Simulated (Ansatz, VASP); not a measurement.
## One calculation of Cr, two programs

```
Cr
1.0
     2.67732    0.00000    0.00000
    -1.33866    2.31863    0.00000
     0.00000    0.00000    4.35040
Cr
2
Direct
  0.66667 0.33333 0.75000
  0.33333 0.66667 0.25000
```

Alike in both runs: task single point; functional r2SCAN; k mesh 11 × 11 × 6; occupations fermi-dirac, width 0.05 eV; collinear spin.

|  | VASP | Ansatz |
| --- | --- | --- |
| version | VASP 6.6.1 | Ansatz 0.2.0 |
| potentials or method | VASP PAW PBE potentials, release 64 (Cr_pv) | Ansatz PAW |
| plane-wave cutoff (eV) | 520 | 500 |
| valence electrons in the cell | 24 | 28 |

VASP gave:

| Item | Value |
| --- | --- |
| gap on the k mesh at the Fermi level (eV) | none |
| pressure (GPa) | -11.9 |
| traceless stress, the component that is largest in VASP (GPa) | -4.58 |
| net moment per atom (μB) | 1.91 |
| size of the moment on the site where the two differ most (μB) | 1.85 |

Q: Which values does Ansatz return?

A: gap on the k mesh at the Fermi level (eV): none; pressure (GPa): 5.5; traceless stress, the component that is largest in VASP (GPa): -17.19; net moment per atom (μB): 0.00; size of the moment on the site where the two differ most (μB): 2.73.

The net moments are unlike, so the other rows may belong to different states. VASP's potentials were made for PBE, not for r2SCAN. Site moments also hang on the region over which each program counts them. A gap of «none» marks a metal or a gap that the smearing closes. VASP's potentials hold 24 valence electrons a cell and Ansatz's 28, so a difference there can come from the potentials and not from the codes.

Noted on Ansatz's run: the magnetic or orbital state may not be the lowest.
